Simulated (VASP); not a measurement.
Input of a VASP 6.6.1 run:

The input POSCAR:

```
Cu
1.0
    2.5561910000      0.0000000000      0.0000000000
    1.2780955000      2.2137263429      0.0000000000
    0.0000000000      0.0000000000     16.1742424234
Cu
3
Direct
    0.0000000000      0.0000000000      0.3709601874
    0.6666666667      0.6666666667      0.5000000000
    0.3333333333      0.3333333333      0.6290398126
```

File INCAR.step1:

```
  PREC = Accurate
  ENCUT = 520
  ISMEAR = -1
  SIGMA = 0.02
  LREAL = False
  LASPH = True
  NELM = 100
  LDIPOL = True
  IDIPOL = 3
  DIPOL = 0.5 0.5 0.500
  NBANDS = 24
  EFIELD = -0.1
  GGA = PE
  ALGO = Normal
  EDIFF = 1E-4
  LWAVE = True
  LCHARG = False
```

The input INCAR.step2:

```
  PREC = Accurate
  ENCUT = 520
  EDIFF = 1E-6
  ISMEAR = -1
  SIGMA = 0.02
  LREAL = False
  LASPH = True
  NELM = 100
  ALGO = Normal
  ISIF = 2
  LWAVE = False
  LCHARG = True
  LDIPOL = True
  IDIPOL = 3
  DIPOL = 0.5 0.5 0.500
  METAGGA = R2SCAN
  LMIXTAU = True
  LELF = True
  LVHAR = True
  LVACPOTAV = True
  NBANDS = 24
  EFIELD = -0.1
  ISTART = 1
```

Contents of KPOINTS:

```
regular mesh
0
Gamma
  9 9 1
```

Potentials or basis: VASP PAW PBE potentials, release 64 (Cu).

Launch:

```sh
$ cat potpaw_PBE.64/Cu/POTCAR > POTCAR
$ cp INCAR.step1 INCAR
$ mpirun -np 1 vasp_std > vasp.out
$ cp INCAR.step2 INCAR
$ mpirun -np 1 vasp_std > vasp.out
```

Predict the largest force.

0.209 eV/Å.

Estimate the band gap on the k mesh.

zero (an odd number of electrons rules out a gap without spin polarisation).

Forces in eV/Å, atoms in the order of the input:
```
Cu   0.000  0.000  0.208
Cu   0.000  0.000  0.001
Cu   0.000  0.000 -0.209
```

Caveat: the PAW data sets were made with another functional, which shifts forces and pressure a little.
